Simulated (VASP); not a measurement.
# Mo2Se5 (P6/mmm) in VASP: single point with PBE

Aim: the single point of Mo2Se5 with PBE.

Program: VASP 6.6.1. These are calculated values, not measurements. Logs are shortened: lines on timing, memory, paths and dates and some standing lists are left out, and cuts for length are marked.

## (1) The cell of the first run

The structure is hexagonal, space group P6/mmm (No. 191). The conventional cell has a = 5.592 Å, b = 5.592 Å, c = 9.721 Å, α = 90.00°, β = 90.00°, γ = 120.00°. Mo (site symmetry 6/mmm) has 8 Se at 2.53 to 2.80 Å within 3.3 Å. Within 3.1 Å of Mo (site symmetry 6/mmm) lie 2 Se at 2.33 Å. Se (site symmetry mmm) has 8 Se at 2.80 to 3.77 Å and 2 Mo at 2.80 Å within 3.8 Å. Within 3.1 Å of Se (site symmetry 6mm) lie 2 Mo at 2.33 to 2.53 Å.

The cell was generated, and may not be a known phase.

## (2) Single point, PBE, collinear spin

Contents of INCAR:

```
PREC = Accurate
ENCUT = 520
EDIFF = 1E-6
ISMEAR = 0
SIGMA = 0.15
LREAL = F
LASPH = T
NELM = 150
ALGO = Normal
ISIF = 2
LWAVE = F
LCHARG = F
ISPIN = 2
MAGMOM = 1 1 0 0 0 0 0
LORBIT = 11
LMAXMIX = 4
GGA = PE
NBANDS = 42
```

Contents of KPOINTS:

```
regular mesh
0
Gamma
  3 3 2
```

Contents of POSCAR:

```
Mo2Se5
1.0
    5.5916379570      0.0000000000      0.0000000000
   -2.7958189785      4.8425005195      0.0000000000
    0.0000000000      0.0000000000      9.7210626913
Mo Se
2 5
Direct
    0.0000000000      0.0000000000      0.5000000000
    0.0000000000      0.0000000000      0.0000000000
    0.5000000000      0.0000000000      0.5000000000
    0.0000000000      0.5000000000      0.5000000000
    0.5000000000      0.5000000000      0.5000000000
    0.0000000000      0.0000000000      0.2399305105
    0.0000000000      0.0000000000      0.7600694895
```

Potentials or basis: VASP PAW PBE potentials, release 64 (Mo_sv, Se).

Run with:

```console
$ cat potpaw_PBE.64/Mo_sv/POTCAR potpaw_PBE.64/Se/POTCAR > POTCAR
$ mpirun -np 1 vasp_std > vasp.out
```

OUTCAR:

```text
PREC = Accurate
   ENCUT = 520
   EDIFF = 1E-6
   ISMEAR = 0
   LREAL = F
   LASPH = T
   NELM = 150
   ISIF = 2
   ISPIN = 2
   LORBIT = 11
   GGA = PE

 ion  position               nearest neighbor table
   1  0.000  0.000  0.500-   6 2.53   7 2.53   4 2.80   5 2.80   4 2.80   5 2.80   3 2.80   3 2.80

   2  0.000  0.000  0.000-   6 2.33   7 2.33
   3  0.500  0.000  0.500-   1 2.80   1 2.80
   4  0.000  0.500  0.500-   1 2.80   1 2.80
   5  0.500  0.500  0.500-   1 2.80   1 2.80
   6  0.000  0.000  0.240-   2 2.33   1 2.53
   7  0.000  0.000  0.760-   2 2.33   1 2.53

  LATTYP: Found a hexagonal cell.
 ALAT       =     5.5916379570
 C/A-ratio  =     1.7385000184

  Lattice vectors:

 A1 = (   5.5916379570,   0.0000000000,   0.0000000000)
 A2 = (  -2.7958189785,   4.8425005195,   0.0000000000)
 A3 = (   0.0000000000,   0.0000000000,   9.7210626913)

Analysis of symmetry for initial positions (statically):
=====================================================================
 Subroutine PRICEL returns:
 Original cell was already a primitive cell.

 Routine SETGRP: Setting up the symmetry group for a
 hexagonal supercell.

 Subroutine GETGRP returns: Found 24 space group operations
 (whereof 24 operations were pure point group operations)
 out of a pool of 24 trial point group operations.

The static configuration has the point symmetry D_6h.

Analysis of symmetry for dynamics (positions and initial velocities):
=====================================================================
 Subroutine PRICEL returns:
 Original cell was already a primitive cell.

 Routine SETGRP: Setting up the symmetry group for a
 hexagonal supercell.

 Subroutine GETGRP returns: Found 24 space group operations
 (whereof 24 operations were pure point group operations)
 out of a pool of 24 trial point group operations.

The dynamic configuration has the point symmetry D_6h.

Analysis of structural, dynamic, and magnetic symmetry:
=====================================================================
 Subroutine PRICEL returns:
 Original cell was already a primitive cell.

 Routine SETGRP: Setting up the symmetry group for a
 hexagonal supercell.

 Subroutine GETGRP returns: Found 24 space group operations
 (whereof 24 operations were pure point group operations)
 out of a pool of 24 trial point group operations.

The overall configuration has the point symmetry D_6h.

 Subroutine INISYM returns: Found 24 space group operations
 (whereof 24 operations are pure point group operations),
 and found     1 'primitive' translations

----------------------------------------------------------------------------------------

                                     Primitive cell

  volume of cell :     263.2222

  direct lattice vectors                    reciprocal lattice vectors
     5.591637957  0.000000000  0.000000000     0.178838474  0.103252441  0.000000000
    -2.795818978  4.842500519  0.000000000     0.000000000  0.206504882  0.000000000
     0.000000000  0.000000000  9.721062691     0.000000000  0.000000000  0.102869412

  length of vectors
     5.591637957  5.591637957  9.721062691     0.206504882  0.206504882  0.102869412

  position of ions in fractional coordinates (direct lattice)
     0.000000000  0.000000000  0.500000000
     0.000000000  0.000000000  0.000000000
     0.500000000  0.000000000  0.500000000
     1.000000000  0.500000000  0.500000000
     0.500000000  0.500000000  0.500000000
     0.000000000  0.000000000  0.239930511
     0.000000000  0.000000000  0.760069489

  ion indices of the primitive-cell ions
   primitive index   ion index
                 1           1
                 2           2
                 3           3
                 4           4
                 5           5
                 6           6
                 7           7

----------------------------------------------------------------------------------------

 KPOINTS: regular mesh

Automatic generation of k-mesh.
 Grid dimensions read from file:
 generate k-points for:    3    3    2

 Generating k-lattice:

  Cartesian coordinates                     Fractional coordinates (reciprocal lattice)
     0.059612825  0.034417480  0.000000000     0.333333333  0.000000000  0.000000000
     0.000000000  0.068834961  0.000000000     0.000000000  0.333333333  0.000000000
     0.000000000  0.000000000  0.051434706     0.000000000  0.000000000  0.500000000

  Length of vectors
     0.068834961  0.068834961  0.051434706

  Shift w.r.t. Gamma in fractional coordinates (k-lattice)
     0.000000000  0.000000000  0.000000000

 Subroutine IBZKPT returns following result:
 ===========================================

 Found      6 irreducible k-points:

 Following reciprocal coordinates:
            Coordinates               Weight
  0.000000  0.000000  0.000000      1.000000
  0.333333 -0.000000  0.000000      6.000000
  0.333333  0.333333  0.000000      2.000000
  0.000000  0.000000  0.500000      1.000000
  0.333333 -0.000000  0.500000      6.000000
  0.333333  0.333333  0.500000      2.000000
   k-points           NKPTS =      6   k-points in BZ     NKDIM =      6   number of bands    NBANDS=     42
   number of dos      NEDOS =    301   number of ions     NIONS =      7
   total plane-waves  NPLWV = 127008
   dimension x,y,z NGX =    42 NGY =   42 NGZ =   72
   dimension x,y,z NGXF=    84 NGYF=   84 NGZF=  144
   ions per type =               2   5
   NGX,Y,Z   is equivalent  to a cutoff of  12.49, 12.49, 12.31 a.u.
   NGXF,Y,Z  is equivalent  to a cutoff of  24.97, 24.97, 24.63 a.u.
 SYSTEM =  unknown system
   PREC   = accura    normal or accurate (medium, high low for compatibility)
   ISTART =      0    job   : 0-new  1-cont  2-samecut
   ICHARG =      2    charge: 1-file 2-atom 10-const
   ISPIN  =      2    spin polarized calculation?
   LNONCOLLINEAR =      F non collinear calculations
   LSORBIT =      F    spin-orbit coupling
   LASPH  =      T    aspherical Exc in radial PAW
   ENCUT  =  520.0 eV  38.22 Ry    6.18 a.u.  10.40 10.40 18.07*2*pi/ulx,y,z
   NELM   =    150;   NELMIN=  2; NELMDL= -5     # of ELM steps
   EDIFF  = 0.1E-05   stopping-criterion for ELM
   LREAL  =      F    real-space projection
   EDIFFG = 0.1E-04   stopping-criterion for IOM
   NSW    =      0    number of steps for IOM
   IBRION =     -1    ionic relax: 0-MD 1-quasi-New 2-CG
   NFREE  =      0    steps in history (QN), initial steepest desc. (CG)
   ISIF   =      2    stress and relaxation
   ISYM   =      2    0-nonsym 1-usesym 2-fastsym
   POTIM  = 0.5000    time-step for ionic-motion
   TEBEG  =    0.0;   TEEND  =   0.0 temperature during run
   PSTRESS=    0.0 pullay stress
   NELECT =      58.0000    total number of electrons
   NUPDOWN=      -1.0000    fix difference up-down
   EMIN   =  10.00;   EMAX   =-10.00  energy-range for DOS
   EFERMI =   0.00;   METHOD = LEGACY
   ISMEAR =     0;   SIGMA  =   0.15  broadening in eV -4-tet -1-fermi 0-gaus
   EFERMI_NEDOS =   21; number of points for ismear=-14 and -15
   IALGO  =     38    algorithm
   IMIX   =      4    mixing-type and parameters
     AMIX     =   0.40;   BMIX     =  1.00
     AMIX_MAG =   1.60;   BMIX_MAG =  1.00
  volume/ion in A,a.u.               =      37.60       253.76
  Fermi-wavevector in a.u.,A,eV,Ry     =   0.988804  1.868568 13.302857  0.977732
  Thomas-Fermi vector in A             =   2.120357
   LORBIT       =     11    0 simple, 1 ext, 2 COOP (PROOUT), +10 PAW based schemes
   GGA     = PE    functional components
   LHFCALC =     F    Hartree Fock is set to
   AEXX    =    0.0000 exact exchange contribution
   IVDW    =     0    specifies the selected vdW correction
   LEPSILON=     F    determine dielectric tensor
   LRPA    =     F    only Hartree local field effects (RPA)
 spin polarized calculation
 Gauss-broadening in eV      SIGMA  =   0.15
  energy-cutoff  :      520.00
  volume of cell :      263.22
 maximum number of plane-waves:      7164
 NGX is ok and might be reduce to    42
   NGX = 21   NGY = 21   NGZ = 37

 number of electron      57.9999999 magnetization       5.6341607

 Free energy of the ion-electron system (eV)
  ---------------------------------------------------
  ext. energy  EPLUGINS =         0.00000000
  ---------------------------------------------------
  free energy    TOTEN  =       -34.23735681 eV

  energy without entropy =      -34.15521226  energy(sigma->0) =      -34.19628454

 E-fermi :   0.9964     XC(G=0):  -7.2748

 val. band max:        0.9934850839   @ k =   0.0000   0.0000   0.5000
 cond. band min:       1.0169824262   @ k =   0.0000   0.0000   0.5000
 fundamental gap:      0.0234973423
 Fermi energy:         0.9964020120

 spin component 1

 k-point     1 :       0.0000    0.0000    0.0000
  band No.  band energies     occupation
      1     -60.9841      1.00000
      2     -60.6168      1.00000
      3     -35.1572      1.00000
      4     -35.1188      1.00000
      5     -35.1188      1.00000
      6     -34.8694      1.00000
[... 33 lines left out ...]
     40       5.7947      0.00000
     41       6.6575      0.00000

 k-point     2 :       0.3333   -0.0000    0.0000
  band No.  band energies     occupation
      1     -60.9841      1.00000
      2     -60.6168      1.00000
      3     -35.1571      1.00000
      4     -35.1192      1.00000
      5     -35.1189      1.00000
      6     -34.8694      1.00000
[... 165 lines left out ...]
     40       6.3915      0.00000
     41       6.5614      0.00000

 k-point     6 :       0.3333    0.3333    0.5000
  band No.  band energies     occupation
      1     -60.9841      1.00000
      2     -60.6168      1.00000
      3     -35.1571      1.00000
      4     -35.1192      1.00000
      5     -35.1192      1.00000
      6     -34.8694      1.00000
[... 33 lines left out ...]
     40       5.1171      0.00000
     41       6.6015      0.00000
 Fermi energy:         0.9964020120

 spin component 2

 k-point     1 :       0.0000    0.0000    0.0000
  band No.  band energies     occupation
      1     -59.7176      1.00000
      2     -58.9109      1.00000
      3     -33.8499      1.00000
      4     -33.6753      1.00000
      5     -33.6753      1.00000
      6     -33.4804      1.00000
[... 33 lines left out ...]
     40       6.0588      0.00000
     41       6.6181      0.00000

 k-point     2 :       0.3333   -0.0000    0.0000
  band No.  band energies     occupation
      1     -59.7176      1.00000
      2     -58.9109      1.00000
      3     -33.8499      1.00000
      4     -33.6759      1.00000
      5     -33.6755      1.00000
      6     -33.4804      1.00000
[... 165 lines left out ...]
     40       6.4297      0.00000
     41       7.1191      0.00000

 k-point     6 :       0.3333    0.3333    0.5000
  band No.  band energies     occupation
      1     -59.7176      1.00000
      2     -58.9109      1.00000
      3     -33.8499      1.00000
      4     -33.6759      1.00000
      5     -33.6759      1.00000
      6     -33.4804      1.00000
[... 33 lines left out ...]
     40       6.0287      0.00000
     41       7.3126      0.00000
 [bands above 41 left out]

------------------------ aborting loop because EDIFF is reached ----------------------------------------

  FORCE on cell =-STRESS in cart. coord.  units (eV):
  Direction    XX          YY          ZZ          XY          YZ          ZX
  --------------------------------------------------------------------------------------
  -------------------------------------------------------------------------------------
  Total        0.1241926      0.1241926      0.6216111      0.0000000     -0.0000000      0.0000000
  in kB        0.7559341      0.7559341      3.7836143      0.0000000     -0.0000000      0.0000000
  external PRESSURE =       1.7651609 kB  Pullay stress =       0.0000000 kB

 VOLUME and BASIS-vectors are now :
 -----------------------------------------------------------------------------
  energy-cutoff  :      520.00
  volume of cell :      263.22
      direct lattice vectors                 reciprocal lattice vectors
     5.591637957  0.000000000  0.000000000     0.178838474  0.103252441  0.000000000
    -2.795818978  4.842500519  0.000000000     0.000000000  0.206504882  0.000000000
     0.000000000  0.000000000  9.721062691     0.000000000  0.000000000  0.102869412

 POSITION                                       TOTAL-FORCE (eV/Angst)
 -----------------------------------------------------------------------------------
      0.00000      0.00000      4.86053         0.000000     -0.000000      0.000000
      0.00000      0.00000      0.00000         0.000000     -0.000000      0.000000
      2.79582      0.00000      4.86053         0.000000     -0.000000      0.000000
     -1.39791      2.42125      4.86053         0.000000     -0.000000      0.000000
      1.39791      2.42125      4.86053         0.000000     -0.000000      0.000000
      0.00000      0.00000      2.33238        -0.000000     -0.000000     -0.005690
      0.00000      0.00000      7.38868         0.000000      0.000000      0.005690
 -----------------------------------------------------------------------------------
    total drift:                                0.000000     -0.000000     -0.000000

  FREE ENERGIE OF THE ION-ELECTRON SYSTEM (eV)
  ---------------------------------------------------
  free  energy   TOTEN  =       -34.2373568137 eV

  energy  without entropy=      -34.1552122637  energy(sigma->0) =      -34.19628454

 total charge

# of ion       s       p       d       tot
------------------------------------------
    1        2.230   6.109   3.811  12.150
    2        2.272   6.086   3.855  12.213
    3        1.513   2.159   0.049   3.720
    4        1.513   2.159   0.049   3.720
    5        1.513   2.159   0.049   3.720
    6        1.458   2.380   0.035   3.873
    7        1.458   2.380   0.035   3.873
--------------------------------------------------
tot         11.955  23.431   7.882  43.268

 magnetization (x)

# of ion       s       p       d       tot
------------------------------------------
    1        0.046   0.016   1.867   1.929
    2        0.135   0.022   2.527   2.684
    3        0.019   0.041   0.011   0.071
    4        0.019   0.041   0.011   0.071
    5        0.019   0.041   0.011   0.071
    6       -0.007  -0.140   0.014  -0.133
    7       -0.007  -0.140   0.014  -0.133
--------------------------------------------------
tot          0.225  -0.119   4.456   4.561
```

It took 1.8 min on 1 thread of Intel Xeon 6975P-C (Granite Rapids), shared host; peak memory 0.48 GiB.

What came out:

* Free energy: -34.2374 eV
* Pressure: 0.2 GPa
* Largest force: 0.006 eV/Å
* Net moment: 5.63 μB per cell
* Site moments: Mo +1.93, +2.68; Se +0.07, -0.13 (each value once) μB
* Valence electrons inside the program's atomic spheres: Mo 12.15, 12.21; Se 3.72, 3.87 (each value once)

Forces in eV/Å, atoms in the order of the input:
```
Mo   0.000  0.000  0.000
Mo   0.000  0.000  0.000
Se   0.000  0.000  0.000
Se   0.000  0.000  0.000
Se   0.000  0.000  0.000
Se   0.000  0.000 -0.006
Se   0.000  0.000  0.006
```

Stress tensor (GPa, compression positive):
```
0.08 0.00 0.00
0.00 0.08 0.00
0.00 0.00 0.38
```

Caveat: the k points lie up to 0.43 Å⁻¹ apart.
